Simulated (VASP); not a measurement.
# Co (P6_3/mmc) in VASP: single point with r2SCAN

Aim: the single point of Co with r2SCAN.

Program: VASP 6.6.1. These are calculated values, not measurements. Logs are shortened: lines on timing, memory, paths and dates and some standing lists are left out, and cuts for length are marked.

### 1 The cell of the first run

It takes space group P6_3/mmc (No. 194, hexagonal). The conventional cell has a = 2.470 Å, b = 2.470 Å, c = 4.020 Å, α = 90.00°, β = 90.00°, γ = 120.00°. Co (site symmetry -6m2) has 12 Co at 2.46 to 2.47 Å within 3.3 Å.

### 2 Single point, r2SCAN, collinear spin, ferromagnetic start

File POSCAR:

```
Co
1.0
    2.4696451315      0.0000000000      0.0000000000
   -1.2348225658      2.1387754222      0.0000000000
    0.0000000000      0.0000000000      4.0195065576
Co
2
Direct
    0.3333333333      0.6666666667      0.2500000000
    0.6666666667      0.3333333333      0.7500000000
```

File INCAR.step1:

```
SYSTEM = Co
PREC = Accurate
ENCUT = 520
ISMEAR = 0
SIGMA = 0.1
LREAL = .FALSE.
LASPH = .TRUE.
NELM = 150
ISPIN = 2
MAGMOM = 2.15 2.15
LMAXMIX = 4
NBANDS = 20
GGA = PE
ALGO = Normal
EDIFF = 1E-4
LWAVE = .TRUE.
LCHARG = .FALSE.
```

File INCAR.step2:

```
SYSTEM = Co
PREC = Accurate
ENCUT = 520
EDIFF = 1E-7
ISMEAR = 0
SIGMA = 0.1
LREAL = .FALSE.
LASPH = .TRUE.
NELM = 150
ALGO = Normal
ISIF = 2
LWAVE = .FALSE.
LCHARG = .TRUE.
ISPIN = 2
MAGMOM = 2.15 2.15
LORBIT = 11
LMAXMIX = 4
METAGGA = R2SCAN
LMIXTAU = .TRUE.
LELF = .TRUE.
LVHAR = .TRUE.
NBANDS = 20
ISTART = 1
```

File KPOINTS:

```
Automatic mesh
0
G
  21 21 10
  0 0 0
```

Potentials or basis: VASP PAW PBE potentials, release 64 (Co).

The run is started by

```
$ cat potpaw_PBE.64/Co/POTCAR > POTCAR
$ cp INCAR.step1 INCAR
$ mpirun -np 1 vasp_std > vasp.out
$ cp INCAR.step2 INCAR
$ mpirun -np 1 vasp_std > vasp.out
```

OUTCAR:

```text
SYSTEM = Co
   PREC = Accurate
   ENCUT = 520
   EDIFF = 1E-7
   ISMEAR = 0
   LREAL = .FALSE.
   LASPH = .TRUE.
   NELM = 150
   ISIF = 2
   ISPIN = 2
   LORBIT = 11
   METAGGA = R2SCAN
   ISTART = 1

 ion  position               nearest neighbor table
   1  0.333  0.667  0.250-   2 2.46   2 2.46   2 2.46   2 2.46   2 2.46   2 2.46
   2  0.667  0.333  0.750-   1 2.46   1 2.46   1 2.46   1 2.46   1 2.46   1 2.46

  LATTYP: Found a hexagonal cell.
 ALAT       =     2.4696451315
 C/A-ratio  =     1.6275644247

  Lattice vectors:

 A1 = (   2.4696451315,   0.0000000000,   0.0000000000)
 A2 = (  -1.2348225658,   2.1387754222,   0.0000000000)
 A3 = (   0.0000000000,   0.0000000000,   4.0195065576)

Analysis of symmetry for initial positions (statically):
=====================================================================
 Subroutine PRICEL returns:
 Original cell was already a primitive cell.

 Routine SETGRP: Setting up the symmetry group for a
 hexagonal supercell.

 Subroutine GETGRP returns: Found 24 space group operations
 (whereof 12 operations were pure point group operations)
 out of a pool of 24 trial point group operations.

The static configuration has the point symmetry D_3d.
 The point group associated with its full space group is D_6h.

Analysis of symmetry for dynamics (positions and initial velocities):
=====================================================================
 Subroutine PRICEL returns:
 Original cell was already a primitive cell.

 Routine SETGRP: Setting up the symmetry group for a
 hexagonal supercell.

 Subroutine GETGRP returns: Found 24 space group operations
 (whereof 12 operations were pure point group operations)
 out of a pool of 24 trial point group operations.

The dynamic configuration has the point symmetry D_3d.
 The point group associated with its full space group is D_6h.

Analysis of structural, dynamic, and magnetic symmetry:
=====================================================================
 Subroutine PRICEL returns:
 Original cell was already a primitive cell.

 Routine SETGRP: Setting up the symmetry group for a
 hexagonal supercell.

 Subroutine GETGRP returns: Found 24 space group operations
 (whereof 12 operations were pure point group operations)
 out of a pool of 24 trial point group operations.

The overall configuration has the point symmetry D_3d.
 The point group associated with its full space group is D_6h.

 Subroutine INISYM returns: Found 24 space group operations
 (whereof 12 operations are pure point group operations),
 and found     1 'primitive' translations

----------------------------------------------------------------------------------------

                                     Primitive cell

  volume of cell :      21.2311

  direct lattice vectors                    reciprocal lattice vectors
     2.469645132  0.000000000  0.000000000     0.404916475  0.233778636  0.000000000
    -1.234822566  2.138775422  0.000000000     0.000000000  0.467557271  0.000000000
     0.000000000  0.000000000  4.019506558     0.000000000  0.000000000  0.248786757

  length of vectors
     2.469645132  2.469645132  4.019506558     0.467557271  0.467557271  0.248786757

  position of ions in fractional coordinates (direct lattice)
     0.333333333  0.666666667  0.250000000
     0.666666667  0.333333333  0.750000000

  ion indices of the primitive-cell ions
   primitive index   ion index
                 1           1
                 2           2

----------------------------------------------------------------------------------------

 KPOINTS: Automatic mesh

Automatic generation of k-mesh.
 Grid dimensions read from file:
 generate k-points for:   21   21   10

 Generating k-lattice:

  Cartesian coordinates                     Fractional coordinates (reciprocal lattice)
     0.019281737  0.011132316  0.000000000     0.047619048 -0.000000000  0.000000000
     0.000000000  0.022264632  0.000000000     0.000000000  0.047619048  0.000000000
     0.000000000  0.000000000  0.024878676     0.000000000  0.000000000  0.100000000

  Length of vectors
     0.022264632  0.022264632  0.024878676

  Shift w.r.t. Gamma in fractional coordinates (k-lattice)
     0.000000000  0.000000000  0.000000000

 Subroutine IBZKPT returns following result:
 ===========================================

 Found    288 irreducible k-points:

 Following reciprocal coordinates:
            Coordinates               Weight
  0.000000  0.000000  0.000000      1.000000
  0.047619  0.000000  0.000000      6.000000
  0.095238 -0.000000  0.000000      6.000000
  0.142857  0.000000  0.000000      6.000000
  0.190476 -0.000000  0.000000      6.000000
  0.238095 -0.000000  0.000000      6.000000
[... 16 lines left out ...]
  0.142857  0.095238  0.000000     12.000000
  0.190476  0.095238  0.000000     12.000000
 [... further k-points ...]
   k-points           NKPTS =    288   k-points in BZ     NKDIM =    288   number of bands    NBANDS=     20
   number of dos      NEDOS =    301   number of ions     NIONS =      2
   total plane-waves  NPLWV =   9720
   dimension x,y,z NGX =    18 NGY =   18 NGZ =   30
   dimension x,y,z NGXF=    36 NGYF=   36 NGZF=   60
   ions per type =               2
   NGX,Y,Z   is equivalent  to a cutoff of  12.12, 12.12, 12.41 a.u.
   NGXF,Y,Z  is equivalent  to a cutoff of  24.23, 24.23, 24.82 a.u.
 SYSTEM =  Co
   PREC   = accura    normal or accurate (medium, high low for compatibility)
   ISTART =      1    job   : 0-new  1-cont  2-samecut
   ICHARG =      0    charge: 1-file 2-atom 10-const
   ISPIN  =      2    spin polarized calculation?
   LNONCOLLINEAR =      F non collinear calculations
   LSORBIT =      F    spin-orbit coupling
   LASPH  =      T    aspherical Exc in radial PAW
   ENCUT  =  520.0 eV  38.22 Ry    6.18 a.u.   4.59  4.59  7.47*2*pi/ulx,y,z
   NELM   =    150;   NELMIN=  2; NELMDL=  0     # of ELM steps
   EDIFF  = 0.1E-06   stopping-criterion for ELM
   LREAL  =      F    real-space projection
   EDIFFG = 0.1E-05   stopping-criterion for IOM
   NSW    =      0    number of steps for IOM
   IBRION =     -1    ionic relax: 0-MD 1-quasi-New 2-CG
   NFREE  =      0    steps in history (QN), initial steepest desc. (CG)
   ISIF   =      2    stress and relaxation
   ISYM   =      2    0-nonsym 1-usesym 2-fastsym
   POTIM  = 0.5000    time-step for ionic-motion
   TEBEG  =    0.0;   TEEND  =   0.0 temperature during run
   PSTRESS=    0.0 pullay stress
   NELECT =      18.0000    total number of electrons
   NUPDOWN=      -1.0000    fix difference up-down
   EMIN   =  10.00;   EMAX   =-10.00  energy-range for DOS
   EFERMI =   0.00;   METHOD = LEGACY
   ISMEAR =     0;   SIGMA  =   0.10  broadening in eV -4-tet -1-fermi 0-gaus
   EFERMI_NEDOS =   21; number of points for ismear=-14 and -15
   IALGO  =     38    algorithm
   IMIX   =      4    mixing-type and parameters
     AMIX     =   0.40;   BMIX     =  1.00
     AMIX_MAG =   1.60;   BMIX_MAG =  1.00
  volume/ion in A,a.u.               =      10.62        71.64
  Fermi-wavevector in a.u.,A,eV,Ry     =   1.549440  2.928018 32.664393  2.400765
  Thomas-Fermi vector in A             =   2.654247
   LORBIT       =     11    0 simple, 1 ext, 2 COOP (PROOUT), +10 PAW based schemes
   METAGGA = R2SCAN    functional components
   LHFCALC =     F    Hartree Fock is set to
   AEXX    =    0.0000 exact exchange contribution
   IVDW    =     0    specifies the selected vdW correction
   LEPSILON=     F    determine dielectric tensor
   LRPA    =     F    only Hartree local field effects (RPA)
 spin polarized calculation
 Gauss-broadening in eV      SIGMA  =   0.10
  energy-cutoff  :      520.00
  volume of cell :       21.23
 maximum number of plane-waves:       588
   NGX =  9   NGY =  9   NGZ = 15

 number of electron      17.9999987 magnetization       3.4679729

 Free energy of the ion-electron system (eV)
  ---------------------------------------------------
  ext. energy  EPLUGINS =         0.00000000
  ---------------------------------------------------
  free energy    TOTEN  =       -26.41770606 eV

  energy without entropy =      -26.40987367  energy(sigma->0) =      -26.41378986

 E-fermi :  10.6376     XC(G=0): -14.8255

 val. band max:       10.6368834134   @ k =   0.4286   0.0952   0.4000
 cond. band min:      10.6377569107   @ k =   0.2381  -0.0000   0.0000
 fundamental gap:      0.0008734973
 Fermi energy:        10.6375693468

 spin component 1

 k-point     1 :       0.0000    0.0000    0.0000
  band No.  band energies     occupation
      1       1.1589      1.00000
      2       4.7739      1.00000
      3       7.2154      1.00000
      4       7.2657      1.00000
      5       7.2659      1.00000
      6       7.5731      1.00000
[... 12 lines left out ...]
     19      37.6610      0.00000
     20      37.6612      0.00000
[... 507 lines left out ...]
 k-point    24 :       0.1905    0.0952    0.0000
  band No.  band energies     occupation
      1       3.3038      1.00000
      2       5.6465      1.00000
      3       6.3852      1.00000
      4       6.4682      1.00000
      5       7.2950      1.00000
      6       7.3170      1.00000
[... 12 lines left out ...]
     19      36.7800      0.00000
     20      37.9001      0.00000

 [... further k-points ...]

 spin component 2

 k-point     1 :       0.0000    0.0000    0.0000
  band No.  band energies     occupation
      1       0.5754      1.00000
      2       5.9341      1.00000
      3       9.6142      1.00000
      4       9.7197      1.00000
      5       9.7197      1.00000
      6       9.7845      1.00000
[... 12 lines left out ...]
     19      38.3604      0.00000
     20      38.3605      0.00000
[... 507 lines left out ...]
 k-point    24 :       0.1905    0.0952    0.0000
  band No.  band energies     occupation
      1       2.8338      1.00000
      2       7.1556      1.00000
      3       7.9151      1.00000
      4       8.4859      1.00000
      5       9.6094      1.00000
      6       9.8183      1.00000
[... 12 lines left out ...]
     19      37.3933      0.00000
     20      38.9190      0.00000

 [... further k-points ...]

------------------------ aborting loop because EDIFF is reached ----------------------------------------

  FORCE on cell =-STRESS in cart. coord.  units (eV):
  Direction    XX          YY          ZZ          XY          YZ          ZX
  --------------------------------------------------------------------------------------
  -------------------------------------------------------------------------------------
  Total        0.0017875      0.0017875     -0.0312704     -0.0000000     -0.0000000      0.0000000
  in kB        0.1348876      0.1348876     -2.3597796     -0.0000000     -0.0000000      0.0000000
  external PRESSURE =      -0.6966681 kB  Pullay stress =       0.0000000 kB

 VOLUME and BASIS-vectors are now :
 -----------------------------------------------------------------------------
  energy-cutoff  :      520.00
  volume of cell :       21.23
      direct lattice vectors                 reciprocal lattice vectors
     2.469645132  0.000000000  0.000000000     0.404916475  0.233778636  0.000000000
    -1.234822566  2.138775422  0.000000000     0.000000000  0.467557271  0.000000000
     0.000000000  0.000000000  4.019506558     0.000000000  0.000000000  0.248786757

 POSITION                                       TOTAL-FORCE (eV/Angst)
 -----------------------------------------------------------------------------------
     -0.00000      1.42585      1.00488         0.000000     -0.000000      0.000000
      1.23482      0.71293      3.01463        -0.000000      0.000000      0.000000
 -----------------------------------------------------------------------------------
    total drift:                                0.000000     -0.000000     -0.000000

  FREE ENERGIE OF THE ION-ELECTRON SYSTEM (eV)
  ---------------------------------------------------
  free  energy   TOTEN  =       -26.4177060606 eV

  energy  without entropy=      -26.4098736669  energy(sigma->0) =      -26.41378986

 total charge

# of ion       s       p       d       tot
------------------------------------------
    1        0.519   0.579   7.241   8.339
    2        0.519   0.579   7.241   8.339
--------------------------------------------------
tot          1.039   1.158  14.482  16.679

 magnetization (x)

# of ion       s       p       d       tot
------------------------------------------
    1       -0.013  -0.085   1.892   1.794
    2       -0.013  -0.085   1.892   1.794
--------------------------------------------------
tot         -0.025  -0.171   3.784   3.588
```

Wall time 10 min (1 thread of Oxide Virtual Turin-like, shared host); peak memory 0.23 GiB.

Results:

| Property | Result |
| --- | --- |
| Free energy | -26.4177 eV |
| Pressure | -0.1 GPa |
| Net moment | 3.47 μB per cell |
| Site moments | Co +1.79 μB |
| Valence electrons inside the program's atomic spheres | Co 8.34 |

Stress tensor (GPa, compression positive):
```
 0.01  0.00  0.00
 0.00  0.01  0.00
 0.00  0.00 -0.24
```

Levels at points of the mesh, in eV from the Fermi level:
Spin up:
```
           k point  band 7  band 8  band 9  band 10  band 11  band 12  band 13  band 14  band 15  band 16
(0.00, 0.00, 0.00)   -3.06   -2.71   -2.71    -1.61    -1.61    -0.32     6.28    22.96    25.79    25.79
(0.00, 0.00, 0.50)   -3.44   -3.44   -1.93    -1.93    -1.93    -1.93    15.37    15.37    23.75    23.75
```
Spin down:
```csv
k point,band 3,band 4,band 5,band 6,band 7,band 8,band 9,band 10,band 11,band 12
"(0.00, 0.00, 0.00)",-1.02,-0.92,-0.92,-0.85,-0.52,-0.52,0.01,0.01,1.30,1.30
"(0.00, 0.00, 0.50)",-1.71,-1.71,-0.98,-0.98,-0.98,-0.98,0.93,0.93,0.93,0.93
```

Caveat: the PAW data sets were made with another functional, which shifts forces and pressure a little.
